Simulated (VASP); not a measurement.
Set up this calculation in VASP 6.6.1, as the native input.

* Task: single point
* Functional: RPBE
* Potentials or basis: VASP PAW PBE potentials, release 64 (Pd)
* Cutoff: 520 eV
* k mesh: 10 × 10 × 10
* Occupations: fermi-dirac, width 0.1 eV
* Spin: no spin polarisation
* Dipole correction: no
* Further INCAR settings: ALGO = Normal; EDIFF = 1e-07; NBANDS = 17

The structure of Pd lies in POSCAR:

```
Pd
1.0
    0.0000000000      2.9100613941      2.9100613941
    2.9100613941      0.0000000000      2.9100613941
    2.9100613941      2.9100613941      0.0000000000
Pd
2
Direct
    0.1250000000      0.1250000000      0.1250000000
    0.8750000000      0.8750000000      0.8750000000
```

This cell differs from its parent crystal: volume scaled by 0.96.

These files were run (other wordings do the same):

INCAR

```
PREC     = Accurate       # precision mode
ENCUT    = 520            # plane-wave cutoff, eV
EDIFF    = 1E-7           # SCF threshold, eV
ISMEAR   = -1             # smearing method
SIGMA    = 0.1            # smearing width, eV
LREAL    = F              # projectors in reciprocal space
LASPH    = T              # aspherical terms in the spheres
NELM     = 60             # most SCF steps
ALGO     = Normal         # electronic algorithm
ISIF     = 2              # what is computed and relaxed
LWAVE    = F              # write WAVECAR
LCHARG   = F              # write CHGCAR
GGA      = RP             # functional
NBANDS   = 17             # bands
```

KPOINTS

```
Automatic mesh
0
Gamma
  10 10 10
```

Potentials or basis: VASP PAW PBE potentials, release 64 (Pd).

Run with:

```console
$ cat potpaw_PBE.64/Pd/POTCAR > POTCAR
$ mpirun -np 1 vasp_std > vasp.out
```

Results of the run:

- Pressure: 2.2 GPa
- Band gap on the k mesh: zero (band 10 reaches 4.06 eV, above the bottom of band 11 at 3.72 eV)

Caveat: the PAW data sets were made with another functional, which shifts forces and pressure a little.

Wall time 26 s on 1 thread of Intel Xeon 6975P-C (shared host), peak memory 0.19 GiB.
